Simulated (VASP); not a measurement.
Here is a VASP 6.6.1 calculation.

INCAR

```
SYSTEM = Ti
  ALGO = Normal
  EDIFF = 1E-6
  ENCUT = 520
  GGA = PS
  ISIF = 2
  ISMEAR = -1
  LASPH = .True.
  LCHARG = .False.
  LREAL = .False.
  LWAVE = .False.
  NBANDS = 19
  NELM = 100
  PREC = Accurate
  SIGMA = 0.1
```

The input KPOINTS:

```
k-points
0
Gamma
  10 10 10
  0 0 0
```

The input POSCAR:

```
Ti
1.0
    0.0000000000      2.7668654380      2.7668654380
    2.7668654380      0.0000000000      2.7668654380
    2.7668654380      2.7668654380      0.0000000000
Ti
2
Direct
    0.1250000000      0.1250000000      0.1250000000
    0.8750000000      0.8750000000      0.8750000000
```

Potentials or basis: VASP PAW PBE potentials, release 64 (Ti_sv).

The run is started by

```sh
$ cat potpaw_PBE.64/Ti_sv/POTCAR > POTCAR
$ mpirun -np 1 vasp_std > vasp.out
```

**Question.** Estimate the pressure.

**Answer.** 0.2 GPa.

**Question.** Estimate the band gap on the k mesh.

**Answer.** Zero (band 12 reaches 5.98 eV, above the bottom of band 13 at 5.74 eV).

Caveat: the PAW data sets were made with another functional, which shifts forces and pressure a little.
